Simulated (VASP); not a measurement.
# Cr (Im-3m) in VASP: single point with PBE

Aim: the single point of Cr with PBE.

All numbers are computed with VASP 6.6.1; they aren't measurements. Logs are shortened: lines on timing, memory, paths and dates and some standing lists are left out, and cuts for length are marked.

## Step 1: The cell of the first run

The structure is cubic, space group Im-3m (No. 229). The conventional cell has a = 2.772 Å, b = 2.772 Å, c = 2.772 Å, α = 90.00°, β = 90.00°, γ = 90.00°. Cr (site symmetry m-3m) has 14 Cr at 2.40 to 2.77 Å within 3.2 Å.

## Step 2: Single point, PBE

INCAR

```
SYSTEM = Cr
ALGO     = Fast           ! electronic algorithm
EDIFF    = 1E-6           ! SCF threshold, eV
ENCUT    = 520            ! plane-wave cutoff, eV
GGA      = PE             ! functional
ISIF     = 2              ! what is computed and relaxed
ISMEAR   = 0              ! smearing method
LASPH    = .True.         ! aspherical terms in the spheres
LCHARG   = .False.        ! write CHGCAR
LREAL    = .False.        ! projectors in reciprocal space
LWAVE    = .False.        ! write WAVECAR
NBANDS   = 19             ! bands
NELM     = 100            ! most SCF steps
PREC     = Accurate       ! precision mode
SIGMA    = 0.1            ! smearing width, eV
```

KPOINTS

```
k-points
0
Gamma
  38 38 38
  0 0 0
```

POSCAR

```
Cr
1.0
    2.7716593815      0.0000000000      0.0000000000
    0.0000000000      2.7716593815      0.0000000000
    0.0000000000      0.0000000000      2.7716593815
Cr
2
Direct
    0.0000000000      0.0000000000      0.0000000000
    0.5000000000      0.5000000000      0.5000000000
```

Potentials or basis: VASP PAW PBE potentials, release 64 (Cr_pv).

Launch:

```bash
cat potpaw_PBE.64/Cr_pv/POTCAR > POTCAR
mpirun -np 1 vasp_std > vasp.out
```

OUTCAR:

```text
SYSTEM = Cr
   EDIFF = 1E-6
   ENCUT = 520
   GGA = PE
   ISIF = 2
   ISMEAR = 0
   LASPH = .True.
   LREAL = .False.
   NELM = 100
   PREC = Accurate

 ion  position               nearest neighbor table
   1  0.000  0.000  0.000-   2 2.40   2 2.40   2 2.40   2 2.40   2 2.40   2 2.40   2 2.40   2 2.40

   2  0.500  0.500  0.500-   1 2.40   1 2.40   1 2.40   1 2.40   1 2.40   1 2.40   1 2.40   1 2.40

  LATTYP: Found a simple cubic cell.
 ALAT       =     2.7716593815

  Lattice vectors:

 A1 = (   2.7716593815,   0.0000000000,   0.0000000000)
 A2 = (   0.0000000000,   2.7716593815,   0.0000000000)
 A3 = (   0.0000000000,   0.0000000000,   2.7716593815)

Analysis of symmetry for initial positions (statically):
=====================================================================
 Subroutine PRICEL returns following result:

  LATTYP: Found a body centered cubic cell.
 ALAT       =     2.7716593815

  Lattice vectors:

 A1 = (   1.3858296908,   1.3858296908,  -1.3858296907)
 A2 = (  -1.3858296908,   1.3858296907,   1.3858296907)
 A3 = (   1.3858296908,  -1.3858296907,   1.3858296908)

   2 primitive cells build up your supercell.

 Routine SETGRP: Setting up the symmetry group for a
 simple cubic supercell.

 Subroutine GETGRP returns: Found 48 space group operations
 (whereof 48 operations were pure point group operations)
 out of a pool of 48 trial point group operations.

The static configuration has the point symmetry O_h .

Analysis of symmetry for dynamics (positions and initial velocities):
=====================================================================
 Subroutine PRICEL returns following result:

  LATTYP: Found a body centered cubic cell.
 ALAT       =     2.7716593815

  Lattice vectors:

 A1 = (   1.3858296908,   1.3858296908,  -1.3858296907)
 A2 = (  -1.3858296908,   1.3858296907,   1.3858296907)
 A3 = (   1.3858296908,  -1.3858296907,   1.3858296908)

   2 primitive cells build up your supercell.

 Routine SETGRP: Setting up the symmetry group for a
 simple cubic supercell.

 Subroutine GETGRP returns: Found 48 space group operations
 (whereof 48 operations were pure point group operations)
 out of a pool of 48 trial point group operations.

The dynamic configuration has the point symmetry O_h .

 Subroutine INISYM returns: Found 48 space group operations
 (whereof 48 operations are pure point group operations),
 and found     2 'primitive' translations

----------------------------------------------------------------------------------------

                                     Primitive cell

  volume of cell :      10.6461

  direct lattice vectors                    reciprocal lattice vectors
     1.385829691  1.385829691 -1.385829691     0.360794695  0.360794695  0.000000000
    -1.385829691  1.385829691  1.385829691    -0.000000000  0.360794695  0.360794695
     1.385829691 -1.385829691  1.385829691     0.360794695  0.000000000  0.360794695

  length of vectors
     2.400327435  2.400327435  2.400327435     0.510240750  0.510240750  0.510240750

  position of ions in fractional coordinates (direct lattice)
     0.000000000  0.000000000  0.000000000

  ion indices of the primitive-cell ions
   primitive index   ion index
                 1           1

----------------------------------------------------------------------------------------

 KPOINTS: k-points

Automatic generation of k-mesh.
 Grid dimensions read from file:
 generate k-points for:   38   38   38

 Generating k-lattice:

  Cartesian coordinates                     Fractional coordinates (reciprocal lattice)
     0.009494597  0.000000000  0.000000000     0.026315789  0.000000000  0.000000000
     0.000000000  0.009494597  0.000000000     0.000000000  0.026315789  0.000000000
     0.000000000  0.000000000  0.009494597     0.000000000  0.000000000  0.026315789

  Length of vectors
     0.009494597  0.009494597  0.009494597

  Shift w.r.t. Gamma in fractional coordinates (k-lattice)
     0.000000000  0.000000000  0.000000000

 Subroutine IBZKPT returns following result:
 ===========================================

 Found   1540 irreducible k-points:

 Following reciprocal coordinates:
            Coordinates               Weight
  0.000000  0.000000  0.000000      1.000000
  0.026316  0.000000  0.000000      6.000000
  0.052632  0.000000  0.000000      6.000000
  0.078947  0.000000  0.000000      6.000000
  0.105263  0.000000  0.000000      6.000000
  0.131579  0.000000  0.000000      6.000000
[... 16 lines left out ...]
  0.078947  0.026316  0.000000     24.000000
  0.105263  0.026316  0.000000     24.000000
 [... further k-points ...]
   k-points           NKPTS =   1540   k-points in BZ     NKDIM =   1540   number of bands    NBANDS=     19
   number of dos      NEDOS =    301   number of ions     NIONS =      2
   total plane-waves  NPLWV =  13824
   dimension x,y,z NGX =    24 NGY =   24 NGZ =   24
   dimension x,y,z NGXF=    48 NGYF=   48 NGZF=   48
   ions per type =               2
   NGX,Y,Z   is equivalent  to a cutoff of  14.40, 14.40, 14.40 a.u.
   NGXF,Y,Z  is equivalent  to a cutoff of  28.79, 28.79, 28.79 a.u.
 SYSTEM =  Cr
   PREC   = accura    normal or accurate (medium, high low for compatibility)
   ISTART =      0    job   : 0-new  1-cont  2-samecut
   ICHARG =      2    charge: 1-file 2-atom 10-const
   ISPIN  =      1    spin polarized calculation?
   LNONCOLLINEAR =      F non collinear calculations
   LSORBIT =      F    spin-orbit coupling
   LASPH  =      T    aspherical Exc in radial PAW
   ENCUT  =  520.0 eV  38.22 Ry    6.18 a.u.   5.15  5.15  5.15*2*pi/ulx,y,z
   NELM   =    100;   NELMIN=  2; NELMDL= -5     # of ELM steps
   EDIFF  = 0.1E-05   stopping-criterion for ELM
   LREAL  =      F    real-space projection
   EDIFFG = 0.1E-04   stopping-criterion for IOM
   NSW    =      0    number of steps for IOM
   IBRION =     -1    ionic relax: 0-MD 1-quasi-New 2-CG
   NFREE  =      0    steps in history (QN), initial steepest desc. (CG)
   ISIF   =      2    stress and relaxation
   ISYM   =      2    0-nonsym 1-usesym 2-fastsym
   POTIM  = 0.5000    time-step for ionic-motion
   TEBEG  =    0.0;   TEEND  =   0.0 temperature during run
   PSTRESS=    0.0 pullay stress
   NELECT =      24.0000    total number of electrons
   NUPDOWN=      -1.0000    fix difference up-down
   EMIN   =  10.00;   EMAX   =-10.00  energy-range for DOS
   EFERMI =   0.00;   METHOD = LEGACY
   ISMEAR =     0;   SIGMA  =   0.10  broadening in eV -4-tet -1-fermi 0-gaus
   EFERMI_NEDOS =   21; number of points for ismear=-14 and -15
   IALGO  =     68    algorithm
   IMIX   =      4    mixing-type and parameters
     AMIX     =   0.40;   BMIX     =  1.00
     AMIX_MAG =   1.60;   BMIX_MAG =  1.00
  volume/ion in A,a.u.               =      10.65        71.84
  Fermi-wavevector in a.u.,A,eV,Ry     =   1.703748  3.219617 39.494415  2.902758
  Thomas-Fermi vector in A             =   2.783278
   LORBIT       =      0    0 simple, 1 ext, 2 COOP (PROOUT), +10 PAW based schemes
   GGA     = PE    functional components
   LHFCALC =     F    Hartree Fock is set to
   AEXX    =    0.0000 exact exchange contribution
   IVDW    =     0    specifies the selected vdW correction
   LEPSILON=     F    determine dielectric tensor
   LRPA    =     F    only Hartree local field effects (RPA)
 non-spin polarized calculation
 RMM-DIIS sequential band-by-band and
 Gauss-broadening in eV      SIGMA  =   0.10
  energy-cutoff  :      520.00
  volume of cell :       21.29
 maximum number of plane-waves:       591
 NGX is ok and might be reduce to    24
   NGX = 11   NGY = 11   NGZ = 11

 number of electron      24.0000009 magnetization

 Free energy of the ion-electron system (eV)
  ---------------------------------------------------
  ext. energy  EPLUGINS =         0.00000000
  ---------------------------------------------------
  free energy    TOTEN  =       -18.90884114 eV

  energy without entropy =      -18.90236988  energy(sigma->0) =      -18.90560551

 E-fermi :  12.2031     XC(G=0): -14.1543

 val. band max:       12.2025145260   @ k =   0.4211   0.1316   0.0789
 cond. band min:      12.2036322264   @ k =   0.4474   0.4474   0.1316
 fundamental gap:      0.0011177004
 Fermi energy:        12.2030646164

 k-point     1 :       0.0000    0.0000    0.0000
  band No.  band energies     occupation
      1     -31.2272      2.00000
      2     -31.2272      2.00000
      3     -31.2272      2.00000
      4     -30.4260      2.00000
      5     -30.4260      2.00000
      6     -30.4260      2.00000
[... 11 lines left out ...]
     18      19.3404      0.00000
     19      19.3441      0.00000

 k-point     2 :       0.0263    0.0000    0.0000
  band No.  band energies     occupation
      1     -31.2274      2.00000
      2     -31.2258      2.00000
      3     -31.2258      2.00000
      4     -30.4290      2.00000
      5     -30.4273      2.00000
      6     -30.4273      2.00000
[... 11 lines left out ...]
     18      19.3419      0.00000
     19      23.5085      0.00000

 k-point     3 :       0.0526    0.0000    0.0000
  band No.  band energies     occupation
      1     -31.2280      2.00000
      2     -31.2214      2.00000
      3     -31.2214      2.00000
      4     -30.4381      2.00000
      5     -30.4311      2.00000
      6     -30.4311      2.00000
[... 11 lines left out ...]
     18      19.3406      0.00000
     19      23.2270      0.00000

 k-point     4 :       0.0789    0.0000    0.0000
  band No.  band energies     occupation
      1     -31.2288      2.00000
      2     -31.2142      2.00000
      3     -31.2142      2.00000
      4     -30.4528      2.00000
      5     -30.4375      2.00000
      6     -30.4375      2.00000
[... 407 lines left out ...]
     18      19.3405      0.00000
     19      23.2749      0.00000

 k-point    23 :       0.0789    0.0263    0.0000
  band No.  band energies     occupation
      1     -31.2342      2.00000
      2     -31.2128      2.00000
      3     -31.2076      2.00000
      4     -30.4615      2.00000
      5     -30.4387      2.00000
      6     -30.4330      2.00000
[... 11 lines left out ...]
     18      19.3406      0.00000
     19      22.9277      0.00000

 k-point    24 :       0.1053    0.0263    0.0000
  band No.  band energies     occupation
      1     -31.2358      2.00000
      2     -31.2029      2.00000
      3     -31.1970      2.00000
      4     -30.4826      2.00000
      5     -30.4475      2.00000
      6     -30.4410      2.00000
[... 11 lines left out ...]
     18      19.3403      0.00000
     19      22.4705      0.00000

 [... further k-points ...]

------------------------ aborting loop because EDIFF is reached ----------------------------------------

  FORCE on cell =-STRESS in cart. coord.  units (eV):
  Direction    XX          YY          ZZ          XY          YZ          ZX
  --------------------------------------------------------------------------------------
  -------------------------------------------------------------------------------------
  Total        3.2533118      3.2533118      3.2533118     -0.0000000     -0.0000000      0.0000000
  in kB      244.8029806    244.8029806    244.8029806     -0.0000000     -0.0000000      0.0000000
  external PRESSURE =     244.8029806 kB  Pullay stress =       0.0000000 kB

 VOLUME and BASIS-vectors are now :
 -----------------------------------------------------------------------------
  energy-cutoff  :      520.00
  volume of cell :       21.29
      direct lattice vectors                 reciprocal lattice vectors
     2.771659382  0.000000000  0.000000000     0.360794695  0.000000000  0.000000000
     0.000000000  2.771659382  0.000000000     0.000000000  0.360794695  0.000000000
     0.000000000  0.000000000  2.771659382     0.000000000  0.000000000  0.360794695

 POSITION                                       TOTAL-FORCE (eV/Angst)
 -----------------------------------------------------------------------------------
      0.00000      0.00000      0.00000         0.000000     -0.000000      0.000000
      1.38583      1.38583      1.38583        -0.000000      0.000000     -0.000000
 -----------------------------------------------------------------------------------
    total drift:                                0.000000      0.000000     -0.000000

  FREE ENERGIE OF THE ION-ELECTRON SYSTEM (eV)
  ---------------------------------------------------
  free  energy   TOTEN  =       -18.9088411399 eV

  energy  without entropy=      -18.9023698774  energy(sigma->0) =      -18.90560551
```

Run time: 4.3 min. Hardware: 1 thread of Intel Xeon 6975P-C (Granite Rapids), shared host; peak memory 0.56 GiB.

What came out:

- Free energy: -18.9088 eV
- Pressure: 24.5 GPa
- Band gap on the k mesh: zero (band 12 reaches 13.46 eV, above the bottom of band 13 at 11.72 eV)

Levels at points of the mesh, in eV from the Fermi level:
| k point | band 10 | band 11 | band 12 | band 13 | band 14 | band 15 |
| --- | --- | --- | --- | --- | --- | --- |
| (0.00, 0.00, 0.00) | -1.04 | -1.04 | -1.04 | 1.24 | 1.24 | 2.72 |
| (0.50, 0.00, 0.00) | -2.10 | -0.48 | -0.48 | -0.48 | -0.48 | 0.72 |
| (0.50, 0.50, 0.00) | -2.78 | 1.26 | 1.26 | 1.33 | 1.33 | 1.63 |
| (0.50, 0.50, 0.50) | -2.56 | -2.56 | -2.56 | 1.70 | 1.70 | 1.70 |

Caveat: the run has no spin polarisation, though such a crystal can be magnetic. Spin polarisation is off, so any magnetic state and its effect on volume and gap are missing.
